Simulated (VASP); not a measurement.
# HgTe (F-43m) in VASP: settings compared, part 2 of 2

VASP 6.6.1. The steps go on from the part before.

## (4) Single point, RPBE

This run uses another cell than the first one, of 39.96 Å³/atom.

Contents of INCAR:

```
SYSTEM = HgTe
ALGO     = Normal         ! electronic algorithm
EDIFF    = 1E-6           ! SCF threshold, eV
ENCUT    = 500            ! plane-wave cutoff, eV
GGA      = RP             ! functional
GGA_COMPAT= .FALSE.      
ISIF     = 2              ! what is computed and relaxed
ISMEAR   = 1              ! smearing method
LASPH    = .TRUE.         ! aspherical terms in the spheres
LCHARG   = .TRUE.         ! write CHGCAR
LELF     = .TRUE.         ! ELF
LREAL    = .FALSE.        ! projectors in reciprocal space
LVHAR    = .TRUE.       
LWAVE    = .FALSE.        ! write WAVECAR
NBANDS   = 16             ! bands
NELM     = 120            ! most SCF steps
PREC     = Accurate       ! precision mode
SIGMA    = 0.2            ! smearing width, eV
```

Contents of KPOINTS:

```
k-points
0
G
  3 3 3
  0 0 0
```

Contents of POSCAR:

```
HgTe
1.0
    0.0000000000      3.4188677623      3.4188677623
    3.4188677623      0.0000000000      3.4188677623
    3.4188677623      3.4188677623      0.0000000000
Hg Te
1 1
Direct
    0.0000000000      0.0000000000      0.0000000000
    0.7500000000      0.7500000000      0.7500000000
```

Potentials or basis: VASP PAW PBE potentials, release 64 (Hg, Te).

The run is started by

```console
$ cat potpaw_PBE.64/Hg/POTCAR potpaw_PBE.64/Te/POTCAR > POTCAR
$ mpirun -np 1 vasp_std > vasp.out
```

OUTCAR:

```text
SYSTEM = HgTe
   EDIFF = 1E-6
   ENCUT = 500
   GGA = RP
   ISIF = 2
   ISMEAR = 1
   LASPH = .TRUE.
   LREAL = .FALSE.
   NELM = 120
   PREC = Accurate

 ion  position               nearest neighbor table
   1  0.000  0.000  0.000-   2 2.96   2 2.96   2 2.96   2 2.96
   2  0.750  0.750  0.750-   1 2.96   1 2.96   1 2.96   1 2.96

  LATTYP: Found a face centered cubic cell.
 ALAT       =     6.8377355246

  Lattice vectors:

 A1 = (   0.0000000000,   3.4188677623,   3.4188677623)
 A2 = (   3.4188677623,   0.0000000000,   3.4188677623)
 A3 = (   3.4188677623,   3.4188677623,   0.0000000000)

Analysis of symmetry for initial positions (statically):
=====================================================================
 Subroutine PRICEL returns:
 Original cell was already a primitive cell.

 Routine SETGRP: Setting up the symmetry group for a
 face centered cubic supercell.

 Subroutine GETGRP returns: Found 24 space group operations
 (whereof 24 operations were pure point group operations)
 out of a pool of 48 trial point group operations.

The static configuration has the point symmetry T_d .

Analysis of symmetry for dynamics (positions and initial velocities):
=====================================================================
 Subroutine PRICEL returns:
 Original cell was already a primitive cell.

 Routine SETGRP: Setting up the symmetry group for a
 face centered cubic supercell.

 Subroutine GETGRP returns: Found 24 space group operations
 (whereof 24 operations were pure point group operations)
 out of a pool of 48 trial point group operations.

The dynamic configuration has the point symmetry T_d .

 Subroutine INISYM returns: Found 24 space group operations
 (whereof 24 operations are pure point group operations),
 and found     1 'primitive' translations

----------------------------------------------------------------------------------------

                                     Primitive cell

  volume of cell :      79.9239
[... 87 lines left out ...]
     AMIX     =   0.40;   BMIX     =  1.00
     AMIX_MAG =   1.60;   BMIX_MAG =  1.00
  volume/ion in A,a.u.               =      39.96       269.68
  Fermi-wavevector in a.u.,A,eV,Ry     =   0.996032  1.882228 13.498069  0.992080
  Thomas-Fermi vector in A             =   2.128093
   LORBIT       =      0    0 simple, 1 ext, 2 COOP (PROOUT), +10 PAW based schemes
   GGA     = RP    functional components
   LHFCALC =     F    Hartree Fock is set to
   AEXX    =    0.0000 exact exchange contribution
   IVDW    =     0    specifies the selected vdW correction
   LEPSILON=     F    determine dielectric tensor
   LRPA    =     F    only Hartree local field effects (RPA)
 non-spin polarized calculation
 Methfessel and Paxton  Order N= 1 SIGMA  =   0.20
  energy-cutoff  :      500.00
  volume of cell :       79.92
 maximum number of plane-waves:      2085
   NGX = 17   NGY = 17   NGZ = 17

 number of electron      18.0000003 magnetization

 Free energy of the ion-electron system (eV)
  ---------------------------------------------------
  ext. energy  EPLUGINS =         0.00000000
  ---------------------------------------------------
  free energy    TOTEN  =        -2.74884657 eV

  energy without entropy =       -2.74342782  energy(sigma->0) =       -2.74704032

 E-fermi :   1.7052     XC(G=0):  -7.6952

 val. band max:        1.6651548637   @ k =   0.0000   0.0000   0.0000
 cond. band min:       2.4701089975   @ k =   0.3333   0.0000   0.0000
 fundamental gap:      0.8049541338
 Fermi energy:         1.7052128586

 k-point     1 :       0.0000    0.0000    0.0000
  band No.  band energies     occupation
      1      -9.2174      2.00000
      2      -4.9144      2.00000
      3      -4.9144      2.00000
      4      -4.9144      2.00000
      5      -4.5764      2.00000
      6      -4.5764      2.00000
[... 53 lines left out ...]
      3      -4.7577      2.00000
      4      -4.6066      2.00000
      5      -4.5683      2.00000
      6      -4.2579      2.00000
[... 8 lines left out ...]
     15      10.6467      0.00000
     16      13.2526      0.00000

------------------------ aborting loop because EDIFF is reached ----------------------------------------

  FORCE on cell =-STRESS in cart. coord.  units (eV):
  Direction    XX          YY          ZZ          XY          YZ          ZX
  --------------------------------------------------------------------------------------
  -------------------------------------------------------------------------------------
  Total        0.0156337      0.0156337      0.0156337      0.0000000     -0.0000000      0.0000000
  in kB        0.3133968      0.3133968      0.3133968      0.0000000     -0.0000000      0.0000000
  external PRESSURE =       0.3133968 kB  Pullay stress =       0.0000000 kB

 VOLUME and BASIS-vectors are now :
 -----------------------------------------------------------------------------
  energy-cutoff  :      500.00
  volume of cell :       79.92
      direct lattice vectors                 reciprocal lattice vectors
     0.000000000  3.418867762  3.418867762    -0.146247248  0.146247248  0.146247248
     3.418867762  0.000000000  3.418867762     0.146247248 -0.146247248  0.146247248
     3.418867762  3.418867762  0.000000000     0.146247248  0.146247248 -0.146247248

 POSITION                                       TOTAL-FORCE (eV/Angst)
 -----------------------------------------------------------------------------------
      0.00000      0.00000      0.00000        -0.000000     -0.000000     -0.000000
      5.12830      5.12830      5.12830         0.000000      0.000000      0.000000
 -----------------------------------------------------------------------------------
    total drift:                               -0.000000     -0.000000      0.000000

  FREE ENERGIE OF THE ION-ELECTRON SYSTEM (eV)
  ---------------------------------------------------
  free  energy   TOTEN  =        -2.7488465743 eV

  energy  without entropy=       -2.7434278209  energy(sigma->0) =       -2.74704032
```

stdout:

```text
POSCAR found type information on POSCAR HgTe
 POSCAR found :  2 types and       2 ions
 scaLAPACK will be used
 -----------------------------------------------------------------------------
|                                                                             |
|                                                                             |
|     You enforced a specific xc type in the INCAR file but a different       |
|     I HOPE YOU KNOW WHAT YOU ARE DOING!                                     |
|                                                                             |
 -----------------------------------------------------------------------------

 LDA part: xc-table for (Slater+PW92), standard interpolation
 POSCAR, INCAR and KPOINTS ok, starting setup
 FFT: planning ... GRIDC
 FFT: planning ... GRID_SOFT
 FFT: planning ... GRID
 WAVECAR not read
 entering main loop
```

Run time: 6.2 s. Hardware: 1 thread of AMD EPYC 9R45 (Zen 5), shared host; peak memory 0.17 GiB.

What came out:

```
Free energy            : -2.7488 eV
Pressure               : 0.0 GPa
Band gap on the k mesh : zero (filled and empty bands touch)
```

Levels at points of the mesh, in eV from the Fermi level:
| k point | band 5 | band 6 | band 7 | band 8 | band 9 | band 10 | band 11 | band 12 | band 13 | band 14 |
| --- | --- | --- | --- | --- | --- | --- | --- | --- | --- | --- |
| (0.00, 0.00, 0.00) | -6.28 | -6.28 | -1.07 | -0.04 | -0.04 | -0.04 | 4.46 | 4.46 | 4.46 | 6.79 |

Caveat: the k points lie up to 0.53 Å⁻¹ apart; semilocal functionals underestimate gaps, so a narrow gap can read as zero; the PAW data sets were made with another functional, which shifts forces and pressure a little; spin-orbit coupling is left out, which moves the levels of the heavy elements.

## (5) Single point, r2SCAN+rVV10

This run uses another cell than the first one, of 35.80 Å³/atom.

Contents of POSCAR:

```
HgTe
1.0
    0.0000000000      3.2959337815      3.2959337815
    3.2959337815      0.0000000000      3.2959337815
    3.2959337815      3.2959337815      0.0000000000
Hg Te
1 1
Direct
    0.0000000000      0.0000000000      0.0000000000
    0.7500000000      0.7500000000      0.7500000000
```

Contents of INCAR.step1:

```
  PREC = Accurate
  ENCUT = 550
  ISMEAR = 1
  SIGMA = 0.2
  LREAL = F
  LASPH = T
  NELM = 120
  NBANDS = 16
  GGA = PE
  ALGO = Normal
  EDIFF = 1E-5
  LWAVE = T
  LCHARG = F
  GGA_COMPAT = F
```

Contents of INCAR.step2:

```
  PREC = Accurate
  ENCUT = 550
  EDIFF = 1E-6
  ISMEAR = 1
  SIGMA = 0.2
  LREAL = F
  LASPH = T
  NELM = 120
  ALGO = Normal
  ISIF = 2
  LWAVE = F
  LCHARG = F
  METAGGA = R2SCAN
  LMIXTAU = T
  LUSE_VDW = T
  IVDW_NL = 2
  BPARAM = 11.95
  CPARAM = 0.0093
  NBANDS = 16
  ISTART = 1
  GGA_COMPAT = F
```

Contents of KPOINTS:

```
Automatic mesh
0
Gamma
  3 3 3
```

The run is started by

```console
$ cat potpaw_PBE.64/Hg/POTCAR potpaw_PBE.64/Te/POTCAR > POTCAR
$ cp INCAR.step1 INCAR
$ mpirun -np 1 vasp_std > vasp.out
$ cp INCAR.step2 INCAR
$ mpirun -np 1 vasp_std > vasp.out
```

Wall time 53 s (1 thread of AMD EPYC 9R45 (Zen 5), shared host); peak memory 0.36 GiB.

It converged, with:

```
Free energy            : -74.3323 eV
Pressure               : 0.3 GPa
Band gap on the k mesh : zero (filled and empty bands touch)
```

Levels at points of the mesh, in eV from the Fermi level:
| k point | band 7 | band 8 | band 9 | band 10 | band 11 | band 12 |
| --- | --- | --- | --- | --- | --- | --- |
| (0.00, 0.00, 0.00) | -0.66 | -0.04 | -0.04 | -0.04 | 4.57 | 4.57 |

Caveat: the k points lie up to 0.55 Å⁻¹ apart; semilocal functionals underestimate gaps, so a narrow gap can read as zero; the PAW data sets were made with another functional, which shifts forces and pressure a little; spin-orbit coupling is left out, which moves the levels of the heavy elements.

## (6) The runs side by side

```tsv
level	potentials or basis	cell	cutoff (eV)	gap on the mesh (eV)	pressure (GPa)
LDA	VASP PAW LDA potentials, release 64 (Hg, Te)	a = 4.596 Å, angles 60.0°, 2 atoms	500	none	0.3
revPBE+D3(BJ)	VASP PAW PBE potentials, release 64 (Hg, Te)	a = 4.658 Å, angles 60.0°, 2 atoms	500	none	0.1
RPBE	VASP PAW PBE potentials, release 64 (Hg, Te)	a = 4.835 Å, angles 60.0°, 2 atoms	500	none	0.0
r2SCAN+rVV10	VASP PAW PBE potentials, release 64 (Hg, Te)	a = 4.661 Å, angles 60.0°, 2 atoms	550	none	0.3
```

Alike in all rows: task single point; no spin polarisation; k mesh 3 × 3 × 3; smearing methfessel-paxton 0.2 eV.

Caveats: all runs use coarse meshes; semilocal functionals underestimate gaps, so a narrow gap can read as zero; spin-orbit coupling is left out, which moves the levels of the heavy elements; the PAW data sets were made with another functional, which shifts forces and pressure a little (at least some runs).

Absolute energies hang on the potentials; compare differences alone.
